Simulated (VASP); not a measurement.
Input of a VASP 6.6.1 run:

INCAR

```
SYSTEM = InP
PREC = Accurate
ENCUT = 520
EDIFF = 1E-6
ISMEAR = 0
SIGMA = 0.02
LREAL = .False.
LASPH = .True.
NELM = 100
ALGO = Normal
ISIF = 2
LWAVE = .False.
LCHARG = .False.
GGA = PE
NBANDS = 16
```

File KPOINTS:

```
regular mesh
0
Gamma
  8 8 8
  0 0 0
```

File POSCAR:

```
InP
1.0
    0.0000000000      2.9305000000      2.9305000000
    2.9305000000      0.0000000000      2.9305000000
    2.9305000000      2.9305000000      0.0000000000
In P
1 1
Direct
    0.0000000000      0.0000000000      0.0000000000
    0.7500000000      0.7500000000      0.7500000000
```

Potentials or basis: VASP PAW PBE potentials, release 64 (In_d, P).

Run with:

```console
$ cat potpaw_PBE.64/In_d/POTCAR potpaw_PBE.64/P/POTCAR > POTCAR
$ mpirun -np 1 vasp_std > vasp.out
```

(1) Predict the band gap on the k mesh.

(2) What does it give for the pressure?

## Answers

(1) 0.71 eV, direct.

(2) 3.3 GPa.

Caveat: spin-orbit coupling is left out, which moves the levels of the heavy elements.
